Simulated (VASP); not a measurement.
# In8O11 (P1) in VASP: relaxation of cell and atoms with PBE

Aim: the relaxation of cell and atoms of In8O11 with PBE.

Everything below comes from runs of VASP 6.6.1. Logs are shortened: lines on timing, memory, paths and dates and some standing lists are left out, and cuts for length are marked.

## Step 1: The cell of the first run

The typed cell holds 19 atoms: a = 5.575 Å, b = 5.879 Å, c = 8.102 Å, α = 94.19°, β = 90.00°, γ = 90.00°.

## Step 2: Relaxation of cell and atoms, PBE

The input, INCAR:

```
  PREC = Accurate
  ENCUT = 600
  EDIFF = 1E-7
  ISMEAR = 0
  SIGMA = 0.1
  LREAL = F
  LASPH = T
  NELM = 120
  ALGO = Normal
  ISIF = 3
  LWAVE = F
  LCHARG = F
  GGA = PE
  IBRION = 2
  NSW = 70
  EDIFFG = -0.04
  ISYM = 0
  GGA_COMPAT = F
  NELMIN = 4
```

The input, KPOINTS:

```
Automatic mesh
0
Gamma
  3 2 2
  0 0.5 0.5
```

The input, POSCAR:

```
In8O11
1.0
   -2.7876271320     -4.8283118252      0.0000000000
   -2.7876271320      1.6094372751      4.9196448590
   -5.5752542641      3.2188745502     -4.9196448590
In O
8 11
Direct
    0.5015623430      0.2165456045      0.1426061035
    0.9969897024      0.7124168464      0.6478513590
    0.4952840616      0.7773971059      0.3548287576
    0.0063875089      0.2829110716      0.8563034906
    0.4988139650      0.7836650114      0.8593540081
    0.9963445639      0.2922991715      0.3559042559
    0.5011742015      0.2178382730      0.6422429355
    0.9995197505      0.7099076595      0.1419466029
    0.3515746423      0.8489925694      0.0989576391
    0.8499907967      0.3497449354      0.6018959741
    0.8529695345      0.6469131801      0.8990149747
    0.3501543450      0.1461993961      0.4010371031
    0.2979502623      0.4985897114      0.7526831130
    0.7942154703      0.9965356353      0.2528992270
    0.6481391216      0.1516948341      0.8971525108
    0.1515716737      0.3543209542      0.1046974006
    0.6445260277      0.8582534051      0.5999624996
    0.7085415033      0.4933990737      0.2515570456
    0.2067819153      0.0002443011      0.7486424038
```

Potentials or basis: VASP PAW PBE potentials, release 64 (In_d, O).

Command:

```console
> cat potpaw_PBE.64/In_d/POTCAR potpaw_PBE.64/O/POTCAR > POTCAR
> mpirun -np 1 vasp_std > vasp.out
```

OUTCAR:

```text
PREC = Accurate
   ENCUT = 600
   EDIFF = 1E-7
   ISMEAR = 0
   LREAL = F
   LASPH = T
   NELM = 120
   ISIF = 3
   GGA = PE
   IBRION = 2
   NSW = 70
   EDIFFG = -0.04
   ISYM = 0
   NELMIN = 4

 ion  position               nearest neighbor table
   1  0.502  0.217  0.143-  18 2.13  16 2.14  15 2.16  14 2.30   9 2.32  12 2.32   3 3.21   6 3.27
                             5 3.30   6 3.32   3 3.61   4 3.65   4 3.69   8 4.02
   2  0.997  0.712  0.648-  19 2.17  17 2.19  11 2.25  10 2.29  13 2.30   4 3.14   5 3.27   5 3.29
                             6 3.29   4 3.64   3 3.69   3 3.71   8 4.00   7 4.01
   3  0.495  0.777  0.355-  18 2.17  17 2.17   9 2.29  14 2.30  12 2.32   1 3.21   8 3.27   8 3.31
                             7 3.35   1 3.61   2 3.69   2 3.71   6 3.98   6 3.99   5 4.02
   4  0.006  0.283  0.856-  19 2.14  15 2.18  16 2.18  13 2.26  10 2.30  11 2.31   2 3.14   7 3.27
                             8 3.29   7 3.32   2 3.64   1 3.65   1 3.69   5 4.02   5 4.02
   5  0.499  0.784  0.859-   9 2.12  13 2.14  11 2.16  19 2.29  15 2.32  17 2.32   7 3.20   2 3.27
                             2 3.29   1 3.30   7 3.65   8 3.65   8 3.66   3 4.02   4 4.02   4 4.02
   6  0.996  0.292  0.356-  10 2.16  14 2.19  12 2.19  18 2.20  16 2.27   8 3.11   1 3.27   2 3.29
                             1 3.32   7 3.65   7 3.69   8 3.72   3 3.98   3 3.99
   7  0.501  0.218  0.642-  10 2.13  12 2.14  13 2.14  17 2.26  15 2.28  19 2.29   5 3.20   4 3.27
                             4 3.32   3 3.35   5 3.65   6 3.65   6 3.69   2 4.01
   8  1.000  0.710  0.142-  11 2.14   9 2.16  14 2.18  16 2.26  18 2.28   6 3.11   3 3.27   4 3.29
                             3 3.31   5 3.65   5 3.66   6 3.72   2 4.00   1 4.02
   9  0.352  0.849  0.099-   5 2.12   8 2.16   3 2.29   1 2.32
  10  0.850  0.350  0.602-   7 2.13   6 2.16   2 2.29   4 2.30
  11  0.853  0.647  0.899-   8 2.14   5 2.16   2 2.25   4 2.31
  12  0.350  0.146  0.401-   7 2.14   6 2.19   3 2.32   1 2.32
  13  0.298  0.499  0.753-   7 2.14   5 2.14   4 2.26   2 2.30
  14  0.794  0.997  0.253-   8 2.18   6 2.19   3 2.30   1 2.30
  15  0.648  0.152  0.897-   1 2.16   4 2.18   7 2.28   5 2.32
  16  0.152  0.354  0.105-   1 2.14   4 2.18   8 2.26   6 2.27
  17  0.645  0.858  0.600-   3 2.17   2 2.19   7 2.26   5 2.32
  18  0.709  0.493  0.252-   1 2.13   3 2.17   6 2.20   8 2.28
  19  0.207  0.000  0.749-   4 2.14   2 2.17   7 2.29   5 2.29

IMPORTANT INFORMATION: All symmetrisations will be switched off!
NOSYMM: (Re-)initialisation of all symmetry stuff for point group C_1.

----------------------------------------------------------------------------------------

                                     Primitive cell

  volume of cell :     264.8645

  direct lattice vectors                    reciprocal lattice vectors
    -2.787627132 -4.828311825  0.000000000    -0.089682008 -0.155333795  0.000000000
    -2.787627132  1.609437275  4.919644859    -0.089682008  0.051777932  0.135511137
    -5.575254264  3.218874550 -4.919644859    -0.089682008  0.051777932 -0.067755568

  length of vectors
     5.575254264  5.879120590  8.102315658     0.179364017  0.170549362  0.123752309

  position of ions in fractional coordinates (direct lattice)
     0.501562343  0.216545604  0.142606104
     0.996989702  0.712416846  0.647851359
     0.495284062  0.777397106  0.354828758
     0.006387509  0.282911072  0.856303491
     0.498813965  0.783665011  0.859354008
     0.996344564  0.292299171  0.355904256
[... 11 lines left out ...]
     0.708541503  0.493399074  0.251557046
     0.206781915  0.000244301  0.748642404

  ion indices of the primitive-cell ions
   primitive index   ion index
                 1           1
                 2           2
                 3           3
                 4           4
                 5           5
                 6           6
[... 11 lines left out ...]
                18          18
                19          19

----------------------------------------------------------------------------------------

 KPOINTS: Automatic mesh

Automatic generation of k-mesh.
 Grid dimensions read from file:
 generate k-points for:    3    2    2

 Generating k-lattice:

  Cartesian coordinates                     Fractional coordinates (reciprocal lattice)
    -0.029894003 -0.051777932  0.000000000     0.333333333  0.000000000  0.000000000
    -0.044841004  0.025888966  0.067755568     0.000000000  0.500000000  0.000000000
    -0.044841004  0.025888966 -0.033877784     0.000000000  0.000000000  0.500000000

  Length of vectors
     0.059788006  0.085274681  0.061876154

  Shift w.r.t. Gamma in fractional coordinates (k-lattice)
     0.000000000  0.500000000  0.500000000

 Subroutine IBZKPT returns following result:
 ===========================================

 Found      6 irreducible k-points:

 Following reciprocal coordinates:
            Coordinates               Weight
  0.000000  0.250000  0.250000      2.000000
  0.333333  0.250000  0.250000      2.000000
  0.333333 -0.250000 -0.250000      2.000000
  0.000000 -0.250000  0.250000      2.000000
  0.333333 -0.250000  0.250000      2.000000
  0.333333  0.250000 -0.250000      2.000000
   k-points           NKPTS =      6   k-points in BZ     NKDIM =      6   number of bands    NBANDS=    102
   number of dos      NEDOS =    301   number of ions     NIONS =     19
   total plane-waves  NPLWV = 161280
   dimension x,y,z NGX =    48 NGY =   48 NGZ =   70
   dimension x,y,z NGXF=    96 NGYF=   96 NGZF=  140
   ions per type =               8  11
   NGX,Y,Z   is equivalent  to a cutoff of  14.31, 13.57, 14.36 a.u.
   NGXF,Y,Z  is equivalent  to a cutoff of  28.63, 27.15, 28.73 a.u.
 SYSTEM =  unknown system
   PREC   = accura    normal or accurate (medium, high low for compatibility)
   ISTART =      0    job   : 0-new  1-cont  2-samecut
   ICHARG =      2    charge: 1-file 2-atom 10-const
   ISPIN  =      1    spin polarized calculation?
   LNONCOLLINEAR =      F non collinear calculations
   LSORBIT =      F    spin-orbit coupling
   LASPH  =      T    aspherical Exc in radial PAW
   ENCUT  =  600.0 eV  44.10 Ry    6.64 a.u.  11.14 11.74 16.18*2*pi/ulx,y,z
   NELM   =    120;   NELMIN=  4; NELMDL= -5     # of ELM steps
   EDIFF  = 0.1E-06   stopping-criterion for ELM
   LREAL  =      F    real-space projection
   EDIFFG = -.4E-01   stopping-criterion for IOM
   NSW    =     70    number of steps for IOM
   IBRION =      2    ionic relax: 0-MD 1-quasi-New 2-CG
   NFREE  =      1    steps in history (QN), initial steepest desc. (CG)
   ISIF   =      3    stress and relaxation
   ISYM   =      0    0-nonsym 1-usesym 2-fastsym
   POTIM  = 0.5000    time-step for ionic-motion
   TEBEG  =    0.0;   TEEND  =   0.0 temperature during run
   PSTRESS=    0.0 pullay stress
   NELECT =     170.0000    total number of electrons
   NUPDOWN=      -1.0000    fix difference up-down
   EMIN   =  10.00;   EMAX   =-10.00  energy-range for DOS
   EFERMI =   0.00;   METHOD = LEGACY
   ISMEAR =     0;   SIGMA  =   0.10  broadening in eV -4-tet -1-fermi 0-gaus
   EFERMI_NEDOS =   21; number of points for ismear=-14 and -15
   IALGO  =     38    algorithm
   IMIX   =      4    mixing-type and parameters
     AMIX     =   0.40;   BMIX     =  1.00
     AMIX_MAG =   1.60;   BMIX_MAG =  1.00
  volume/ion in A,a.u.               =      13.94        94.07
  Fermi-wavevector in a.u.,A,eV,Ry     =   1.412158  2.668591 27.132597  1.994190
  Thomas-Fermi vector in A             =   2.533935
   LORBIT       =      0    0 simple, 1 ext, 2 COOP (PROOUT), +10 PAW based schemes
   GGA     = PE    functional components
   LHFCALC =     F    Hartree Fock is set to
   AEXX    =    0.0000 exact exchange contribution
   IVDW    =     0    specifies the selected vdW correction
   LEPSILON=     F    determine dielectric tensor
   LRPA    =     F    only Hartree local field effects (RPA)
 conjugate gradient relaxation of ions
 non-spin polarized calculation
 Gauss-broadening in eV      SIGMA  =   0.10
  energy-cutoff  :      600.00
  volume of cell :      264.86
 maximum number of plane-waves:      8852
 NGX is ok and might be reduce to    48
   NGX = 23   NGY = 23   NGZ = 33

--------------------------------------- Ionic step        1  -------------------------------------------

 number of electron     169.9999989 magnetization

 Free energy of the ion-electron system (eV)
  ---------------------------------------------------
  ext. energy  EPLUGINS =         0.00000000
  ---------------------------------------------------
  free energy    TOTEN  =      -102.09857060 eV

  energy without entropy =     -102.09857060  energy(sigma->0) =     -102.09857060

------------------------ aborting loop because EDIFF is reached ----------------------------------------

  FORCE on cell =-STRESS in cart. coord.  units (eV):
  Direction    XX          YY          ZZ          XY          YZ          ZX
  --------------------------------------------------------------------------------------
  -------------------------------------------------------------------------------------
  Total        2.0581953      1.6986691      2.0629661     -0.3484856      0.3780753      0.2384185
  in kB       12.4501166     10.2753267     12.4789757     -2.1080054      2.2869946      1.4422043
  external PRESSURE =      11.7348063 kB  Pullay stress =       0.0000000 kB
[... 140 lines left out ...]
  FREE ENERGIE OF THE ION-ELECTRON SYSTEM (eV)
  ---------------------------------------------------
  free  energy   TOTEN  =      -102.2447084131 eV

  energy  without entropy=     -102.2447084131  energy(sigma->0) =     -102.24470841

[... ionic steps 4 to 15 ...]

--------------------------------------- Ionic step       16  -------------------------------------------

 number of electron     170.0000007 magnetization

------------------------ aborting loop because EDIFF is reached ----------------------------------------
[... 101 lines left out ...]
--------------------------------------- Ionic step       18  -------------------------------------------

 number of electron     170.0000009 magnetization

 Free energy of the ion-electron system (eV)
  ---------------------------------------------------
  ext. energy  EPLUGINS =         0.00000000
  ---------------------------------------------------
  free energy    TOTEN  =      -102.48285615 eV

  energy without entropy =     -102.48285615  energy(sigma->0) =     -102.48285615

 E-fermi :   6.8675     XC(G=0): -10.8844

 val. band max:        6.3464898877   @ k =   0.3333   0.2500   0.2500
 cond. band min:       7.8746280756   @ k =   0.0000   0.2500   0.2500
 fundamental gap:      1.5281381879
 Fermi energy:         6.8675213396

 k-point     1 :       0.0000    0.2500    0.2500
  band No.  band energies     occupation
      1     -12.1616      2.00000
      2     -11.9400      2.00000
      3     -11.7145      2.00000
      4     -11.5779      2.00000
      5     -11.5544      2.00000
      6     -11.5202      2.00000
[... 589 lines left out ...]
     96      12.5148      0.00000
     97      12.8646      0.00000
 [bands above 97 left out]

------------------------ aborting loop because EDIFF is reached ----------------------------------------

  FORCE on cell =-STRESS in cart. coord.  units (eV):
  Direction    XX          YY          ZZ          XY          YZ          ZX
  --------------------------------------------------------------------------------------
  -------------------------------------------------------------------------------------
  Total        0.0687871     -0.0080641      0.0079152     -0.0208345      0.0012762      0.0133068
  in kB        0.4189417     -0.0491135      0.0482067     -0.1268906      0.0077724      0.0810438
  external PRESSURE =       0.1393450 kB  Pullay stress =       0.0000000 kB
[... 34 lines left out ...]
  FREE ENERGIE OF THE ION-ELECTRON SYSTEM (eV)
  ---------------------------------------------------
  free  energy   TOTEN  =      -102.4828561456 eV

  energy  without entropy=     -102.4828561456  energy(sigma->0) =     -102.48285615

 reached required accuracy - stopping structural energy minimisation
```

It took 32 min on 1 thread of Intel Xeon 6975P-C (Granite Rapids), shared host; peak memory 0.51 GiB.

Results:

```yaml
Free_energy: -102.4829 eV
Relaxed_volume: 13.85 Å³/atom
Relaxed_cell: a = 5.525 Å, b = 5.897 Å, c = 8.094 Å, α = 93.31°, β = 88.00°, γ = 89.99°
Space_group_after_relaxing_to_0.1_Å: P1 (No. 1)
Energy_gained_by_relaxing: 20.2 meV/atom
Ionic_steps: 18
Pressure_after_relaxing: 0.0 GPa
Largest_force_after_relaxing: 0.035 eV/Å
Band_gap_on_the_k_mesh: 1.53 eV (least direct gap 1.87 eV)
```

Forces in eV/Å, atoms in the order of the input:
```
In  -0.003  0.000 -0.002
In  -0.025 -0.006 -0.010
In  -0.006 -0.001  0.003
In  -0.014  0.010  0.012
In   0.001 -0.006 -0.003
In   0.009  0.009 -0.015
In   0.009  0.006  0.002
In   0.002  0.002 -0.006
O    0.019 -0.012  0.014
O    0.019  0.001  0.006
O    0.006 -0.013  0.002
O    0.003  0.001  0.004
O   -0.014 -0.009  0.008
O    0.026  0.018 -0.015
O    0.004 -0.008 -0.003
O    0.004  0.006 -0.016
O   -0.022 -0.017  0.011
O   -0.006  0.010 -0.003
O   -0.012  0.008  0.011
```

The path:
| step | energy change (eV) | largest force (eV/Å) | pressure (GPa) | volume (Å³) |
| --- | --- | --- | --- | --- |
| 1 | 0.0000 | 1.0322 | 1.17 | 264.86 |
| 2 | -0.1452 | 0.4265 | -1.15 | 268.80 |
| 3 | -0.1461 | 0.4344 | -1.33 | 269.14 |
| 4 | -0.2030 | 0.4974 | 0.30 | 265.72 |
| 5 | -0.2098 | 0.5496 | 1.15 | 264.05 |
| 6 | -0.2534 | 0.4406 | 0.81 | 264.20 |
| 7 | -0.2989 | 0.3815 | -0.02 | 264.60 |
| 8 | -0.3342 | 0.2829 | -0.42 | 264.68 |
| 9 | -0.3407 | 0.2783 | -0.65 | 264.73 |
| 10 | -0.3605 | 0.1572 | 0.44 | 262.58 |
| 11 | -0.3612 | 0.1563 | 0.70 | 262.09 |
| 12 | -0.3740 | 0.1191 | 0.02 | 263.19 |
| 13 | -0.3748 | 0.1335 | -0.19 | 263.53 |
| 14 | -0.3796 | 0.0647 | -0.04 | 263.18 |
| 15 | -0.3809 | 0.1132 | 0.09 | 262.89 |
| 16 | -0.3834 | 0.0479 | 0.00 | 263.06 |
| 17 | -0.3834 | 0.0527 | -0.02 | 263.09 |
| 18 | -0.3843 | 0.0351 | 0.01 | 263.07 |

Final structure:
```cif
data_structure
_symmetry_space_group_name_H-M 'P 1'
_symmetry_Int_Tables_number 1
_cell_length_a 5.5246
_cell_length_b 5.8968
_cell_length_c 8.0935
_cell_angle_alpha 93.306
_cell_angle_beta 87.997
_cell_angle_gamma 89.988
_cell_volume 263.07
loop_
_atom_site_label
_atom_site_type_symbol
_atom_site_fract_x
_atom_site_fract_y
_atom_site_fract_z
_atom_site_occupancy
In1 In 0.50096 0.21117 0.14697 1
In2 In 0.02420 0.71800 0.62030 1
In3 In 0.46220 0.76968 0.37355 1
In4 In 0.00446 0.28989 0.85701 1
In5 In 0.50247 0.78679 0.85668 1
In6 In 0.98804 0.26527 0.35395 1
In7 In 0.50723 0.21434 0.64345 1
In8 In 0.98528 0.71399 0.12930 1
O1 O 0.34383 0.84932 0.10763 1
O2 O 0.86156 0.35612 0.59907 1
O3 O 0.85337 0.64582 0.89052 1
O4 O 0.34789 0.16033 0.40134 1
O5 O 0.30357 0.50009 0.75128 1
O6 O 0.78708 0.98812 0.25300 1
O7 O 0.65272 0.14861 0.90252 1
O8 O 0.14861 0.35962 0.10878 1
O9 O 0.66051 0.85830 0.60161 1
O10 O 0.70904 0.50078 0.25737 1
O11 O 0.20946 0.00165 0.75521 1
```

Caveat: the k points lie up to 0.53 Å⁻¹ apart in the final cell; spin-orbit coupling is left out, which moves the levels of the heavy elements; a shifted mesh leaves out Γ, where band edges can lie.
